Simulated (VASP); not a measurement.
Wanted: the native input for a VASP 6.6.1 run.

* Task: single point
* Functional: r2SCAN
* Potentials or basis: VASP PAW PBE potentials, release 64 (Cu)
* Cutoff: 660 eV
* k mesh: 3 × 13 × 2
* Occupations: fermi-dirac, width 0.1 eV
* Spin: no spin polarisation
* Dipole correction: no
* Further INCAR settings: ALGO = Normal; EDIFF = 1e-06; NBANDS = 12

The system is Cu.

```xyz
1
Lattice="11.2531 0.0000 0.0000 0.0000 2.1769 0.0000 -4.4697 0.0000 21.1474" Properties=species:S:1:pos:R:3 pbc="T T T"
Cu    3.3917    1.0884   10.5737
```

These files were run (other wordings do the same):

POSCAR

```
Cu
1.0
   11.2530997569      0.0000000000      0.0000000000
    0.0000000000      2.1768599819      0.0000000000
   -4.4696525519      0.0000000000     21.1473762129
Cu
1
Direct
    0.5000000000      0.5000000000      0.5000000000
```

INCAR.step1

```
SYSTEM = Cu
ALGO = Normal ; EDIFF = 1E-5
ENCUT = 660 ; GGA = PE
GGA_COMPAT = .False. ; ISMEAR = -1
LASPH = .True. ; LCHARG = .False.
LREAL = .False. ; LWAVE = .True.
NBANDS = 12 ; NELM = 120
PREC = Accurate ; SIGMA = 0.1
```

INCAR.step2

```
SYSTEM = Cu
ALGO = Normal ; EDIFF = 1E-6
ENCUT = 660 ; GGA_COMPAT = .False.
ISIF = 2 ; ISMEAR = -1
ISTART = 1 ; LASPH = .True.
LCHARG = .True. ; LELF = .True.
LMIXTAU = .True. ; LREAL = .False.
LVHAR = .True. ; LWAVE = .False.
METAGGA = R2SCAN ; NBANDS = 12
NELM = 120 ; PREC = Accurate
SIGMA = 0.1
```

KPOINTS

```
k-points
0
Gamma
  3 13 2
  0 0 0
```

Potentials or basis: VASP PAW PBE potentials, release 64 (Cu).

The run is started by

```bash
$ cat potpaw_PBE.64/Cu/POTCAR > POTCAR
$ cp INCAR.step1 INCAR
$ mpirun -np 1 vasp_std > vasp.out
$ cp INCAR.step2 INCAR
$ mpirun -np 1 vasp_std > vasp.out
```

It gave:

* Pressure: 0.1 GPa
* Band gap on the k mesh: zero (an odd number of electrons rules out a gap without spin polarisation)

Caveat: the PAW data sets were made with another functional, which shifts forces and pressure a little.

It took 15 min on 1 thread of Intel(R) Xeon(R) 6975P-C (Granite Rapids) (shared host), peak memory 0.87 GiB.
